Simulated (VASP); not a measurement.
Input of a VASP 6.6.1 run:

Contents of INCAR:

```
SYSTEM = Li2H
  PREC = Accurate
  ENCUT = 520
  EDIFF = 1E-6
  ISMEAR = 0
  SIGMA = 0.1
  LREAL = .False.
  LASPH = .True.
  NELM = 100
  ALGO = Normal
  ISIF = 2
  LWAVE = .False.
  LCHARG = .False.
  GGA = PE
  NBANDS = 16
```

The input KPOINTS:

```
Automatic mesh
0
Gamma
  16 16 8
  0 0 0
```

The input POSCAR:

```
Li2H
1.0
    1.2776244520     -5.6508130376      0.0000000000
    1.2776244520      5.6508130376      0.0000000000
    0.0000000000      0.0000000000      4.9294740881
Li H
4 2
Direct
    0.0501072216      0.9498927784      0.2701068594
    0.9498927784      0.0501072216      0.7701068594
    0.8157133742      0.1842866258      0.3458628499
    0.1842866258      0.8157133742      0.8458628499
    0.4370753101      0.5629246899      0.4590313208
    0.5629246899      0.4370753101      0.9590313208
```

Potentials or basis: VASP PAW PBE potentials, release 64 (Li_sv, H).

The run is started by

```console
$ cat potpaw_PBE.64/Li_sv/POTCAR potpaw_PBE.64/H/POTCAR > POTCAR
$ mpirun -np 1 vasp_std > vasp.out
```

(1) What does it give for the band gap on the k mesh?

Results:

(1) zero (band 7 reaches 3.80 eV, above the bottom of band 8 at -0.45 eV).
